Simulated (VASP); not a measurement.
Write the native input for VASP 6.6.1 that does the following.

| Property | Result |
| --- | --- |
| Task | single point |
| Functional | PBEsol |
| Potentials or basis | VASP PAW PBE potentials, release 64 (Ir) |
| Cutoff | 520 eV |
| k mesh | 23 × 23 × 23 |
| Occupations | fermi-dirac, width 0.05 eV |
| Spin | collinear spin, ferromagnetic start |
| Starting moments | [1.0] μB |
| Dipole correction | no |
| Further INCAR settings | ALGO = Normal; EDIFF = 1e-06; NBANDS = 14 |

The structure of Ir lies in POSCAR:

```
Ir
1.0
    0.0000000000      1.9155221637      1.9155221637
    1.9155221637      0.0000000000      1.9155221637
    1.9155221637      1.9155221637      0.0000000000
Ir
1
Direct
    0.0000000000      0.0000000000      0.0000000000
```

These files were run (other wordings do the same):

INCAR

```
  ALGO = Normal
  EDIFF = 1E-6
  ENCUT = 520
  GGA = PS
  ISIF = 2
  ISMEAR = -1
  ISPIN = 2
  LASPH = True
  LCHARG = True
  LELF = True
  LMAXMIX = 4
  LORBIT = 11
  LREAL = False
  LVHAR = True
  LWAVE = False
  MAGMOM = 1
  NBANDS = 14
  NELM = 150
  PREC = Accurate
  SIGMA = 0.05
```

KPOINTS

```
k-points
0
Gamma
  23 23 23
```

Potentials or basis: VASP PAW PBE potentials, release 64 (Ir).

Launch:

```bash
$ cat potpaw_PBE.64/Ir/POTCAR > POTCAR
$ mpirun -np 1 vasp_std > vasp.out
```

Results of the run:

```
Pressure                                              : 0.7 GPa
Net moment                                            : 0.00 μB per cell
Valence electrons inside the program's atomic spheres : Ir 8.41
```

Caveat: the PAW data sets were made with another functional, which shifts forces and pressure a little.

Wall time 73 s on 1 thread of Intel(R) Xeon(R) Platinum 8559C (Emerald Rapids) (shared host), peak memory 0.22 GiB.
